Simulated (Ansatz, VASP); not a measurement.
# One calculation of CaSe, two programs

INCAR

```
ALGO = Normal ; EDIFF = 1E-8
ENCUT = 520 ; GGA = PE
ISIF = 2 ; ISMEAR = -1
LASPH = T ; LCHARG = F
LEFG = T ; LREAL = F
LWAVE = F ; NBANDS = 15
NELM = 80 ; PREC = Accurate
SIGMA = 0.01
```

The input KPOINTS:

```
k-points
0
Gamma
  7 7 7
```

File POSCAR:

```
CaSe
1.0
    0.0000000000      2.9058886243      2.9058886243
    2.9058886243      0.0000000000      2.9058886243
    2.9058886243      2.9058886243      0.0000000000
Ca Se
1 1
Direct
    0.0000000000      0.0000000000      0.0000000000
    0.5000000000      0.5000000000      0.5000000000
```

Input for Ansatz:

```yaml
crystal:
  lattice:
    - [0.0, 2.9058886243, 2.9058886243]
    - [2.9058886243, 0.0, 2.9058886243]
    - [2.9058886243, 2.9058886243, 0.0]
  atoms:
    - { symbol: Ca, position: [0.0, 0.0, 0.0] }
    - { symbol: Se, position: [0.5, 0.5, 0.5] }
kpoints:
  mp_grid: { grid: [7, 7, 7] }
scf:
  occupations: { method: fermi_dirac, width: 0.01 }
hamiltonian:
  xc: pbe
  pseudopotentials: { kind: paw }
output:
  forces: true
  stress: true
  eigenvalues: true
  efg: { contact_densities: true }
```

Change from the starting cell: volume scaled by 0.95, PAW files.

Alike in both runs: task electric field gradients; functional PBE; k mesh 7 × 7 × 7; occupations fermi-dirac, width 0.01 eV; no spin polarisation.

|  | VASP | Ansatz |
| --- | --- | --- |
| version | VASP 6.6.1 | Ansatz 0.2.0 |
| potentials or method | VASP PAW PBE potentials, release 64 (Ca_sv, Se) | PAW with Ansatz's default frozen-core files, scalar-relativistic |
| plane-wave cutoff (eV) | 520 | 420 |
| valence electrons in the cell | 16 | 26 |

```csv
,VASP,Ansatz,Ansatz less VASP
gap on the k mesh at the Fermi level (eV),1.95,1.96,+0.012
pressure (GPa),4.4,4.2,-0.22
```

VASP's potentials hold 16 valence electrons a cell and Ansatz's 26, so a difference there can come from the potentials and not from the codes.
